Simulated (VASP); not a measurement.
# Pb (Fm-3m) in VASP: a series of runs

Pb is run at these levels: PBE; tasks: single point.

Everything below comes from runs of VASP 6.6.1. Logs are shortened: lines on timing, memory, paths and dates and some standing lists are left out, and cuts for length are marked.

## 1. The cell of the first run

The structure is cubic, space group Fm-3m (No. 225). The conventional cell has a = 5.039 Å, b = 5.039 Å, c = 5.039 Å, α = 90.00°, β = 90.00°, γ = 90.00°. Pb (site symmetry m-3m) has 12 Pb at 3.56 Å within 4.7 Å.

## 2. Single point, PBE

INCAR

```
PREC = Accurate ; ENCUT = 520
EDIFF = 1E-7 ; ISMEAR = 0
SIGMA = 0.1 ; LREAL = F
LASPH = T ; NELM = 60
ALGO = Fast ; ISIF = 2
LWAVE = F ; LCHARG = T
GGA = PE ; LELF = T
LVHAR = T ; NBANDS = 13
```

KPOINTS

```
Automatic mesh
0
Gamma
  14 14 14
```

POSCAR

```
Pb
1.0
    0.0000000000      2.5195443483      2.5195443483
    2.5195443483      0.0000000000      2.5195443483
    2.5195443483      2.5195443483      0.0000000000
Pb
1
Direct
    0.0000000000      0.0000000000      0.0000000000
```

Potentials or basis: VASP PAW PBE potentials, release 64 (Pb_d).

Run with:

```bash
> cat potpaw_PBE.64/Pb_d/POTCAR > POTCAR
> mpirun -np 1 vasp_std > vasp.out
```

OUTCAR:

```text
PREC = Accurate
   ENCUT = 520
   EDIFF = 1E-7
   ISMEAR = 0
   LREAL = F
   LASPH = T
   NELM = 60
   ISIF = 2
   GGA = PE

 ion  position               nearest neighbor table
   1  0.000  0.000  0.000-

  LATTYP: Found a face centered cubic cell.
 ALAT       =     5.0390886966

  Lattice vectors:

 A1 = (   0.0000000000,   2.5195443483,   2.5195443483)
 A2 = (   2.5195443483,   0.0000000000,   2.5195443483)
 A3 = (   2.5195443483,   2.5195443483,   0.0000000000)

Analysis of symmetry for initial positions (statically):
=====================================================================
 Subroutine PRICEL returns:
 Original cell was already a primitive cell.

 Routine SETGRP: Setting up the symmetry group for a
 face centered cubic supercell.

 Subroutine GETGRP returns: Found 48 space group operations
 (whereof 48 operations were pure point group operations)
 out of a pool of 48 trial point group operations.

The static configuration has the point symmetry O_h .

Analysis of symmetry for dynamics (positions and initial velocities):
=====================================================================
 Subroutine PRICEL returns:
 Original cell was already a primitive cell.

 Routine SETGRP: Setting up the symmetry group for a
 face centered cubic supercell.

 Subroutine GETGRP returns: Found 48 space group operations
 (whereof 48 operations were pure point group operations)
 out of a pool of 48 trial point group operations.

The dynamic configuration has the point symmetry O_h .

 Subroutine INISYM returns: Found 48 space group operations
 (whereof 48 operations are pure point group operations),
 and found     1 'primitive' translations

----------------------------------------------------------------------------------------

                                     Primitive cell

  volume of cell :      31.9887

  direct lattice vectors                    reciprocal lattice vectors
     0.000000000  2.519544348  2.519544348    -0.198448581  0.198448581  0.198448581
     2.519544348  0.000000000  2.519544348     0.198448581 -0.198448581  0.198448581
     2.519544348  2.519544348  0.000000000     0.198448581  0.198448581 -0.198448581

  length of vectors
     3.563173788  3.563173788  3.563173788     0.343723025  0.343723025  0.343723025

  position of ions in fractional coordinates (direct lattice)
     0.000000000  0.000000000  0.000000000

  ion indices of the primitive-cell ions
   primitive index   ion index
                 1           1

----------------------------------------------------------------------------------------

 KPOINTS: Automatic mesh

Automatic generation of k-mesh.
 Grid dimensions read from file:
 generate k-points for:   14   14   14

 Generating k-lattice:

  Cartesian coordinates                     Fractional coordinates (reciprocal lattice)
    -0.014174899  0.014174899  0.014174899     0.071428571  0.000000000  0.000000000
     0.014174899 -0.014174899  0.014174899     0.000000000  0.071428571  0.000000000
     0.014174899  0.014174899 -0.014174899     0.000000000  0.000000000  0.071428571

  Length of vectors
     0.024551645  0.024551645  0.024551645

  Shift w.r.t. Gamma in fractional coordinates (k-lattice)
     0.000000000  0.000000000  0.000000000

 Subroutine IBZKPT returns following result:
 ===========================================

 Found    104 irreducible k-points:

 Following reciprocal coordinates:
            Coordinates               Weight
  0.000000  0.000000  0.000000      1.000000
  0.071429  0.000000  0.000000      8.000000
  0.142857  0.000000  0.000000      8.000000
  0.214286  0.000000  0.000000      8.000000
  0.285714  0.000000  0.000000      8.000000
  0.357143  0.000000  0.000000      8.000000
[... 16 lines left out ...]
  0.214286  0.142857  0.000000     24.000000
  0.285714  0.142857  0.000000     24.000000
 [... further k-points ...]
   k-points           NKPTS =    104   k-points in BZ     NKDIM =    104   number of bands    NBANDS=     13
   number of dos      NEDOS =    301   number of ions     NIONS =      1
   total plane-waves  NPLWV =  21952
   dimension x,y,z NGX =    28 NGY =   28 NGZ =   28
   dimension x,y,z NGXF=    56 NGYF=   56 NGZF=   56
   ions per type =               1
   NGX,Y,Z   is equivalent  to a cutoff of  13.06, 13.06, 13.06 a.u.
   NGXF,Y,Z  is equivalent  to a cutoff of  26.13, 26.13, 26.13 a.u.
 SYSTEM =  unknown system
   PREC   = accura    normal or accurate (medium, high low for compatibility)
   ISTART =      0    job   : 0-new  1-cont  2-samecut
   ICHARG =      2    charge: 1-file 2-atom 10-const
   ISPIN  =      1    spin polarized calculation?
   LNONCOLLINEAR =      F non collinear calculations
   LSORBIT =      F    spin-orbit coupling
   LASPH  =      T    aspherical Exc in radial PAW
   ENCUT  =  520.0 eV  38.22 Ry    6.18 a.u.   6.63  6.63  6.63*2*pi/ulx,y,z
   NELM   =     60;   NELMIN=  2; NELMDL= -5     # of ELM steps
   EDIFF  = 0.1E-06   stopping-criterion for ELM
   LREAL  =      F    real-space projection
   EDIFFG = 0.1E-05   stopping-criterion for IOM
   NSW    =      0    number of steps for IOM
   IBRION =     -1    ionic relax: 0-MD 1-quasi-New 2-CG
   NFREE  =      0    steps in history (QN), initial steepest desc. (CG)
   ISIF   =      2    stress and relaxation
   ISYM   =      2    0-nonsym 1-usesym 2-fastsym
   POTIM  = 0.5000    time-step for ionic-motion
   TEBEG  =    0.0;   TEEND  =   0.0 temperature during run
   PSTRESS=    0.0 pullay stress
   NELECT =      14.0000    total number of electrons
   NUPDOWN=      -1.0000    fix difference up-down
   EMIN   =  10.00;   EMAX   =-10.00  energy-range for DOS
   EFERMI =   0.00;   METHOD = LEGACY
   ISMEAR =     0;   SIGMA  =   0.10  broadening in eV -4-tet -1-fermi 0-gaus
   EFERMI_NEDOS =   21; number of points for ismear=-14 and -15
   IALGO  =     68    algorithm
   IMIX   =      4    mixing-type and parameters
     AMIX     =   0.40;   BMIX     =  1.00
     AMIX_MAG =   1.60;   BMIX_MAG =  1.00
  volume/ion in A,a.u.               =      31.99       215.87
  Fermi-wavevector in a.u.,A,eV,Ry     =   1.242946  2.348827 21.019833  1.544914
  Thomas-Fermi vector in A             =   2.377278
   LORBIT       =      0    0 simple, 1 ext, 2 COOP (PROOUT), +10 PAW based schemes
   GGA     = PE    functional components
   LHFCALC =     F    Hartree Fock is set to
   AEXX    =    0.0000 exact exchange contribution
   IVDW    =     0    specifies the selected vdW correction
   LEPSILON=     F    determine dielectric tensor
   LRPA    =     F    only Hartree local field effects (RPA)
 non-spin polarized calculation
 RMM-DIIS sequential band-by-band and
 Gauss-broadening in eV      SIGMA  =   0.10
  energy-cutoff  :      520.00
  volume of cell :       31.99
 maximum number of plane-waves:       886
   NGX = 13   NGY = 13   NGZ = 13

 number of electron      14.0000003 magnetization

 Free energy of the ion-electron system (eV)
  ---------------------------------------------------
  ext. energy  EPLUGINS =         0.00000000
  ---------------------------------------------------
  free energy    TOTEN  =        -3.56887473 eV

  energy without entropy =       -3.56659239  energy(sigma->0) =       -3.56773356

 E-fermi :   6.7045     XC(G=0):  -9.9307

 val. band max:        6.6996287036   @ k =   0.3571   0.2857   0.0000
 cond. band min:       6.7518835317   @ k =  -0.2857   0.2857   0.0714
 fundamental gap:      0.0522548281
 Fermi energy:         6.7044947119

 k-point     1 :       0.0000    0.0000    0.0000
  band No.  band energies     occupation
      1     -10.3398      2.00000
      2     -10.3398      2.00000
      3     -10.3398      2.00000
      4     -10.2213      2.00000
      5     -10.2213      2.00000
      6      -4.7054      2.00000
      7      13.6993      0.00000
      8      13.6993      0.00000
      9      13.6993      0.00000
     10      16.4221      0.00000
     11      17.3607      0.00000
     12      18.7968      0.00000
     13      18.7968      0.00000

 k-point     2 :       0.0714    0.0000    0.0000
  band No.  band energies     occupation
      1     -10.3398      2.00000
      2     -10.3335      2.00000
      3     -10.3335      2.00000
      4     -10.2217      2.00000
      5     -10.2217      2.00000
      6      -4.6127      2.00000
      7      12.5629      0.00000
      8      13.5832      0.00000
      9      13.5832      0.00000
     10      16.1444      0.00000
     11      17.9413      0.00000
     12      19.0045      0.00000
     13      19.0045      0.00000

 k-point     3 :       0.1429    0.0000    0.0000
  band No.  band energies     occupation
      1     -10.3401      2.00000
      2     -10.3191      2.00000
      3     -10.3191      2.00000
      4     -10.2192      2.00000
      5     -10.2192      2.00000
      6      -4.3346      2.00000
      7      10.5019      0.00000
      8      13.2878      0.00000
      9      13.2878      0.00000
     10      15.7844      0.00000
     11      18.9010      0.00000
     12      19.4613      0.00000
     13      19.4705      0.00000
[... 305 lines left out ...]
 k-point    23 :       0.2143    0.1429    0.0000
  band No.  band energies     occupation
      1     -10.3733      2.00000
      2     -10.2790      2.00000
      3     -10.2728      2.00000
      4     -10.2528      2.00000
      5     -10.1879      2.00000
      6      -3.8734      2.00000
      7       9.7250      0.00000
      8      11.5920      0.00000
      9      11.8469      0.00000
     10      15.1597      0.00000
     11      16.1558      0.00000
     12      20.3511      0.00000
     13      21.4107      0.00000

 k-point    24 :       0.2857    0.1429    0.0000
  band No.  band energies     occupation
      1     -10.3731      2.00000
      2     -10.2898      2.00000
      3     -10.2662      2.00000
      4     -10.2297      2.00000
      5     -10.1618      2.00000
      6      -3.3596      2.00000
      7       7.8156      0.00000
      8      11.2003      0.00000
      9      11.3850      0.00000
     10      14.9889      0.00000
     11      16.4885      0.00000
     12      19.9028      0.00000
     13      20.7939      0.00000

 [... further k-points ...]
[... 5 lines left out ...]
  --------------------------------------------------------------------------------------
  -------------------------------------------------------------------------------------
  Total       -0.0053898     -0.0053898     -0.0053898     -0.0000000      0.0000000     -0.0000000
  in kB       -0.2699519     -0.2699519     -0.2699519     -0.0000000      0.0000000     -0.0000000
  external PRESSURE =      -0.2699519 kB  Pullay stress =       0.0000000 kB

 VOLUME and BASIS-vectors are now :
 -----------------------------------------------------------------------------
  energy-cutoff  :      520.00
  volume of cell :       31.99
      direct lattice vectors                 reciprocal lattice vectors
     0.000000000  2.519544348  2.519544348    -0.198448581  0.198448581  0.198448581
     2.519544348  0.000000000  2.519544348     0.198448581 -0.198448581  0.198448581
     2.519544348  2.519544348  0.000000000     0.198448581  0.198448581 -0.198448581

 POSITION                                       TOTAL-FORCE (eV/Angst)
 -----------------------------------------------------------------------------------
      0.00000      0.00000      0.00000         0.000000     -0.000000      0.000000
 -----------------------------------------------------------------------------------
    total drift:                                0.000000     -0.000000      0.000000

  FREE ENERGIE OF THE ION-ELECTRON SYSTEM (eV)
  ---------------------------------------------------
  free  energy   TOTEN  =        -3.5688747324 eV

  energy  without entropy=       -3.5665923868  energy(sigma->0) =       -3.56773356
```

Wall time 24 s (1 thread of Intel Xeon 6975P-C (Granite Rapids), shared host); peak memory 0.18 GiB.

Results:

| Property | Result |
| --- | --- |
| Free energy | -3.5689 eV |
| Pressure | 0.0 GPa |
| Band gap on the k mesh | zero (band 7 reaches 13.70 eV, above the bottom of band 8 at 5.25 eV) |

Caveat: spin-orbit coupling is left out, which moves the levels of the heavy elements.

## 3. Single point, PBE

This run uses another cell than the first one: it holds 16 atoms, not 1.

INCAR

```
SYSTEM = Pb
PREC = Accurate
ENCUT = 520
EDIFF = 1E-7
ISMEAR = 0
SIGMA = 0.1
LREAL = Auto
LASPH = .True.
NELM = 100
ALGO = Fast
ISIF = 2
LWAVE = .False.
LCHARG = .False.
GGA = PE
NBANDS = 126
```

KPOINTS

```
Automatic mesh
0
Gamma
  4 4 4
  0 0 0
```

POSCAR

```
Pb
1.0
   -5.0390886965      5.0390886965     -5.0390886965
    5.0390886965      5.0390886965      5.0390886965
    5.0390886965     -5.0390886965     -5.0390886965
Pb
16
Direct
    0.2500000000      0.0000000000      0.7500000000
    0.0000000000      0.2500000000      0.7500000000
    0.5000000000      0.0000000000      0.5000000000
    0.7500000000      0.5000000000      0.7500000000
    0.2500000000      0.2500000000      0.5000000000
    0.5000000000      0.7500000000      0.7500000000
    0.0000000000      0.5000000000      0.5000000000
    0.7500000000      0.0000000000      0.2500000000
    0.5000000000      0.2500000000      0.2500000000
    0.7500000000      0.7500000000      0.5000000000
    0.0000000000      0.0000000000      0.0000000000
    0.2500000000      0.5000000000      0.2500000000
    0.0000000000      0.7500000000      0.2500000000
    0.7500000000      0.2500000000      0.0000000000
    0.5000000000      0.5000000000      0.0000000000
    0.2500000000      0.7500000000      0.0000000000
```

Potentials or basis: VASP PAW PBE potentials, release 64 (Pb_d).

Run with:

```bash
> cat potpaw_PBE.64/Pb_d/POTCAR > POTCAR
> mpirun -np 1 vasp_std > vasp.out
```

It took 11 min on 1 thread of Intel Xeon 6975P-C (Granite Rapids), shared host; peak memory 0.84 GiB.

The run converged. Its results:

* Free energy: -57.2669 eV
* Pressure: -0.6 GPa
* Band gap on the k mesh: zero (band 112 reaches 7.36 eV, above the bottom of band 113 at 6.72 eV)

Levels at points of the mesh, in eV from the Fermi level:
```csv
k point,band 109,band 110,band 111,band 112,band 113,band 114
"(0.00, 0.00, 0.00)",-1.20,-1.20,-1.20,0.35,0.35,0.35
"(0.50, 0.00, 0.00)",-1.41,-1.41,-1.24,-1.24,0.97,0.97
"(0.50, 0.50, 0.50)",-1.38,-1.38,-1.38,-1.38,0.20,0.20
```

Caveat: spin-orbit coupling is left out, which moves the levels of the heavy elements.

## 4. Single point, PBE

This run uses another cell than the first one, of 31.05 Å³/atom, 0.971 times its volume.

INCAR

```
SYSTEM = Pb
PREC = Accurate ; ENCUT = 500
EDIFF = 1E-6 ; ISMEAR = 0
SIGMA = 0.1 ; LREAL = .FALSE.
LASPH = .TRUE. ; NELM = 120
ALGO = Normal ; ISIF = 2
LWAVE = .FALSE. ; LCHARG = .TRUE.
GGA = PE ; LELF = .TRUE.
LVHAR = .TRUE. ; NBANDS = 13
GGA_COMPAT = .FALSE.
```

KPOINTS

```
Automatic mesh
0
G
  6 6 6
  0 0 0
```

POSCAR

```
Pb
1.0
    0.0000000000      2.4947547400      2.4947547400
    2.4947547400      0.0000000000      2.4947547400
    2.4947547400      2.4947547400      0.0000000000
Pb
1
Direct
    0.0000000000      0.0000000000      0.0000000000
```

Potentials or basis: VASP PAW PBE potentials, release 64 (Pb_d).

Run with:

```bash
> cat potpaw_PBE.64/Pb_d/POTCAR > POTCAR
> mpirun -np 1 vasp_std > vasp.out
```

OUTCAR:

```text
SYSTEM = Pb
   PREC = Accurate
   ENCUT = 500
   EDIFF = 1E-6
   ISMEAR = 0
   LREAL = .FALSE.
   LASPH = .TRUE.
   NELM = 120
   ISIF = 2
   GGA = PE

 ion  position               nearest neighbor table
   1  0.000  0.000  0.000-

  LATTYP: Found a face centered cubic cell.
 ALAT       =     4.9895094800

  Lattice vectors:

 A1 = (   0.0000000000,   2.4947547400,   2.4947547400)
 A2 = (   2.4947547400,   0.0000000000,   2.4947547400)
 A3 = (   2.4947547400,   2.4947547400,   0.0000000000)

[... 425 lines left out ...]
     13      21.9971      0.00000

------------------------ aborting loop because EDIFF is reached ----------------------------------------

  FORCE on cell =-STRESS in cart. coord.  units (eV):
  Direction    XX          YY          ZZ          XY          YZ          ZX
  --------------------------------------------------------------------------------------
  -------------------------------------------------------------------------------------
  Total        0.3906134      0.3906134      0.3906134      0.0000000     -0.0000000     -0.0000000
  in kB       20.1532064     20.1532064     20.1532064      0.0000000     -0.0000000     -0.0000000
  external PRESSURE =      20.1532064 kB  Pullay stress =       0.0000000 kB

 VOLUME and BASIS-vectors are now :
 -----------------------------------------------------------------------------
  energy-cutoff  :      500.00
  volume of cell :       31.05
      direct lattice vectors                 reciprocal lattice vectors
     0.000000000  2.494754740  2.494754740    -0.200420503  0.200420503  0.200420503
     2.494754740  0.000000000  2.494754740     0.200420503 -0.200420503  0.200420503
     2.494754740  2.494754740  0.000000000     0.200420503  0.200420503 -0.200420503

 POSITION                                       TOTAL-FORCE (eV/Angst)
 -----------------------------------------------------------------------------------
      0.00000      0.00000      0.00000        -0.000000     -0.000000     -0.000000
 -----------------------------------------------------------------------------------
    total drift:                               -0.000000      0.000000      0.000000

  FREE ENERGIE OF THE ION-ELECTRON SYSTEM (eV)
  ---------------------------------------------------
  free  energy   TOTEN  =        -3.4646950809 eV

  energy  without entropy=       -3.4581452930  energy(sigma->0) =       -3.46142019
```

OSZICAR:

```text
N       E                     dE             d eps       ncg     rms          rms(c)
DAV:   1     0.107750699601E+03    0.10775E+03   -0.70108E+03   431   0.123E+03
DAV:   2     0.195945911737E+01   -0.10579E+03   -0.10253E+03   441   0.316E+02
DAV:   3    -0.334921578302E+01   -0.53087E+01   -0.52674E+01   524   0.747E+01
DAV:   4    -0.346826589035E+01   -0.11905E+00   -0.11902E+00   499   0.119E+01
DAV:   5    -0.347389599882E+01   -0.56301E-02   -0.56298E-02   589   0.246E+00    0.517E-01
DAV:   6    -0.346633523638E+01    0.75608E-02   -0.11490E-02   527   0.186E+00    0.264E-01
DAV:   7    -0.346469357775E+01    0.16417E-02   -0.52837E-03   536   0.119E+00    0.887E-02
DAV:   8    -0.346470105034E+01   -0.74726E-05   -0.43201E-04   534   0.337E-01    0.112E-02
DAV:   9    -0.346469643213E+01    0.46182E-05   -0.12136E-05   517   0.617E-02    0.518E-03
DAV:  10    -0.346469502947E+01    0.14027E-05   -0.10330E-06   378   0.960E-03    0.409E-04
DAV:  11    -0.346469508093E+01   -0.51461E-07   -0.15695E-07   313   0.619E-03
   1 F= -.34646951E+01 E0= -.34614202E+01  d E =-.654979E-02
```

It took 5.1 s on 1 thread of AMD EPYC 9R45 (Zen 5), shared host; peak memory 0.12 GiB.

What came out:

```
Free energy            : -3.4647 eV
Pressure               : 2.0 GPa
Band gap on the k mesh : zero (band 7 reaches 14.26 eV, above the bottom of band 8 at 5.53 eV)
```

Levels at points of the mesh, in eV from the Fermi level:
```csv
k point,band 5,band 6,band 7,band 8,band 9,band 10
"(0.00, 0.00, 0.00)",-17.02,-11.70,7.12,7.12,7.12,9.63
"(0.50, 0.00, 0.00)",-16.89,-8.21,-4.20,5.34,5.34,9.12
"(0.50, 0.50, 0.00)",-16.86,-6.86,-3.29,1.91,1.91,5.21
```

Caveat: the k points lie up to 0.36 Å⁻¹ apart; spin-orbit coupling is left out, which moves the levels of the heavy elements.

## 5. Summary

| cell | k mesh | cutoff (eV) | gap on the mesh (eV) | pressure (GPa) |
| --- | --- | --- | --- | --- |
| a = 3.563 Å, angles 60.0°, 1 atom | 14 × 14 × 14 | 520 | none | 0.0 |
| a = 8.728 Å, angles 109.5°, 16 atoms | 4 × 4 × 4 | 520 | none | -0.6 |
| a = 3.528 Å, angles 60.0°, 1 atom | 6 × 6 × 6 | 500 | none | 2.0 |

Alike in all rows: task single point; level PBE; potentials or basis VASP PAW PBE potentials, release 64 (Pb_d); no spin polarisation; smearing gaussian 0.1 eV.

Caveats: some runs use coarse meshes; spin-orbit coupling is left out, which moves the levels of the heavy elements.

Absolute energies hang on the potentials; compare differences alone.
